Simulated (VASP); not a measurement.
# BeTe (F-43m) in VASP: notebook, part 2 of 2

VASP 6.6.1. The steps go on from the part before.

## Step 3: Single point, PBE (volume changed by -3%)

Input file INCAR:

```
PREC = Accurate
ENCUT = 520
EDIFF = 1E-7
ISMEAR = 0
SIGMA = 0.01
LREAL = F
LASPH = T
NELM = 60
ALGO = Normal
ISIF = 2
LWAVE = F
LCHARG = T
GGA = PE
LELF = T
LVHAR = T
NBANDS = 11
```

Input file KPOINTS:

```
Automatic mesh
0
Gamma
  6 6 6
```

Input file POSCAR:

```
BeTe
1.0
    0.0000000000      2.8033742598      2.8033742598
    2.8033742598      0.0000000000      2.8033742598
    2.8033742598      2.8033742598      0.0000000000
Be Te
1 1
Direct
    0.0000000000      0.0000000000      0.0000000000
    0.2500000000      0.2500000000      0.2500000000
```

Potentials or basis: VASP PAW PBE potentials, release 64 (Be, Te).

Command:

```
cat potpaw_PBE.64/Be/POTCAR potpaw_PBE.64/Te/POTCAR > POTCAR
mpirun -np 1 vasp_std > vasp.out
```

OUTCAR:

```text
PREC = Accurate
   ENCUT = 520
   EDIFF = 1E-7
   ISMEAR = 0
   LREAL = F
   LASPH = T
   NELM = 60
   ISIF = 2
   GGA = PE

 ion  position               nearest neighbor table
   1  0.000  0.000  0.000-   2 2.43   2 2.43   2 2.43   2 2.43
   2  0.250  0.250  0.250-   1 2.43   1 2.43   1 2.43   1 2.43

  LATTYP: Found a face centered cubic cell.
 ALAT       =     5.6067485196

  Lattice vectors:

 A1 = (   0.0000000000,   2.8033742598,   2.8033742598)
 A2 = (   2.8033742598,   0.0000000000,   2.8033742598)
 A3 = (   2.8033742598,   2.8033742598,   0.0000000000)

Analysis of symmetry for initial positions (statically):
=====================================================================
 Subroutine PRICEL returns:
 Original cell was already a primitive cell.

 Routine SETGRP: Setting up the symmetry group for a
 face centered cubic supercell.

 Subroutine GETGRP returns: Found 24 space group operations
 (whereof 24 operations were pure point group operations)
 out of a pool of 48 trial point group operations.

The static configuration has the point symmetry T_d .

Analysis of symmetry for dynamics (positions and initial velocities):
=====================================================================
 Subroutine PRICEL returns:
 Original cell was already a primitive cell.

 Routine SETGRP: Setting up the symmetry group for a
 face centered cubic supercell.

 Subroutine GETGRP returns: Found 24 space group operations
 (whereof 24 operations were pure point group operations)
 out of a pool of 48 trial point group operations.

The dynamic configuration has the point symmetry T_d .

 Subroutine INISYM returns: Found 24 space group operations
 (whereof 24 operations are pure point group operations),
 and found     1 'primitive' translations

----------------------------------------------------------------------------------------

                                     Primitive cell

  volume of cell :      44.0629

  direct lattice vectors                    reciprocal lattice vectors
[... 107 lines left out ...]
   LEPSILON=     F    determine dielectric tensor
   LRPA    =     F    only Hartree local field effects (RPA)
 non-spin polarized calculation
 Gauss-broadening in eV      SIGMA  =   0.01
  energy-cutoff  :      520.00
  volume of cell :       44.06
 maximum number of plane-waves:      1243
 NGX is ok and might be reduce to    30
   NGX = 15   NGY = 15   NGZ = 15

 number of electron       8.0000000 magnetization

 Free energy of the ion-electron system (eV)
  ---------------------------------------------------
  ext. energy  EPLUGINS =         0.00000000
  ---------------------------------------------------
  free energy    TOTEN  =        -7.60971570 eV

  energy without entropy =       -7.60971570  energy(sigma->0) =       -7.60971570

 E-fermi :   5.2972     XC(G=0):  -9.1096

 val. band max:        5.2507314478   @ k =   0.0000   0.0000   0.0000
 cond. band min:       7.1898740747   @ k =   0.5000   0.5000   0.0000
 fundamental gap:      1.9391426269
 Fermi energy:         5.2972175485

 k-point     1 :       0.0000    0.0000    0.0000
  band No.  band energies     occupation
      1      -7.1361      2.00000
      2       5.2507      2.00000
      3       5.2507      2.00000
      4       5.2507      2.00000
      5       8.8475      0.00000
      6       8.8475      0.00000
      7       8.8475      0.00000
      8       9.1712      0.00000
      9      13.5866      0.00000
     10      15.5223      0.00000
     11      15.5223      0.00000
[... 197 lines left out ...]
 k-point    16 :      -0.3333    0.5000    0.1667
  band No.  band energies     occupation
      1      -5.2245      2.00000
      2       0.4025      2.00000
      3       1.8017      2.00000
      4       2.1034      2.00000
      5       8.9567      0.00000
      6       9.5179      0.00000
      7      12.6324      0.00000
      8      12.9093      0.00000
      9      16.2390      0.00000
     10      17.1355      0.00000
     11      18.1544      0.00000

------------------------ aborting loop because EDIFF is reached ----------------------------------------

  FORCE on cell =-STRESS in cart. coord.  units (eV):
  Direction    XX          YY          ZZ          XY          YZ          ZX
  --------------------------------------------------------------------------------------
  -------------------------------------------------------------------------------------
  Total        0.5562869      0.5562869      0.5562869      0.0000000      0.0000000      0.0000000
  in kB       20.2272204     20.2272204     20.2272204      0.0000000      0.0000000      0.0000000
  external PRESSURE =      20.2272204 kB  Pullay stress =       0.0000000 kB

 VOLUME and BASIS-vectors are now :
 -----------------------------------------------------------------------------
  energy-cutoff  :      520.00
  volume of cell :       44.06
      direct lattice vectors                 reciprocal lattice vectors
     0.000000000  2.803374260  2.803374260    -0.178356492  0.178356492  0.178356492
     2.803374260  0.000000000  2.803374260     0.178356492 -0.178356492  0.178356492
     2.803374260  2.803374260  0.000000000     0.178356492  0.178356492 -0.178356492

 POSITION                                       TOTAL-FORCE (eV/Angst)
 -----------------------------------------------------------------------------------
      0.00000      0.00000      0.00000        -0.000000     -0.000000     -0.000000
      1.40169      1.40169      1.40169         0.000000      0.000000      0.000000
 -----------------------------------------------------------------------------------
    total drift:                                0.000000      0.000000      0.000000

  FREE ENERGIE OF THE ION-ELECTRON SYSTEM (eV)
  ---------------------------------------------------
  free  energy   TOTEN  =        -7.6097156986 eV

  energy  without entropy=       -7.6097156986  energy(sigma->0) =       -7.60971570
```

stdout:

```text
POSCAR found type information on POSCAR BeTe
 POSCAR found :  2 types and       2 ions
 scaLAPACK will be used
 LDA part: xc-table for (Slater+PW92), standard interpolation
 POSCAR, INCAR and KPOINTS ok, starting setup
 FFT: planning ... GRIDC
 FFT: planning ... GRID_SOFT
 FFT: planning ... GRID
 WAVECAR not read
 entering main loop
```

It took 16 s on 1 thread of Intel Xeon Platinum 8375C at 2.90GHz (Ice Lake), shared host; peak memory 0.17 GiB.

What came out:

| Quantity | Value |
| --- | --- |
| Free energy | -7.6097 eV |
| Pressure | 2.0 GPa |
| Band gap on the k mesh | 1.94 eV, indirect (least direct gap 3.60 eV) |

Levels at points of the mesh, in eV from the valence-band top:
```
           k point  band 2  band 3  band 4  band 5  band 6  band 7
(0.00, 0.00, 0.00)    0.00    0.00    0.00    3.60    3.60    3.60
(0.50, 0.00, 0.00)   -5.63   -1.16   -1.16    3.11    4.58    4.58
(0.50, 0.50, 0.00)   -5.19   -2.70   -2.70    1.94    2.65    9.79
```

Caveat: spin-orbit coupling is left out, which moves the levels of the heavy elements.
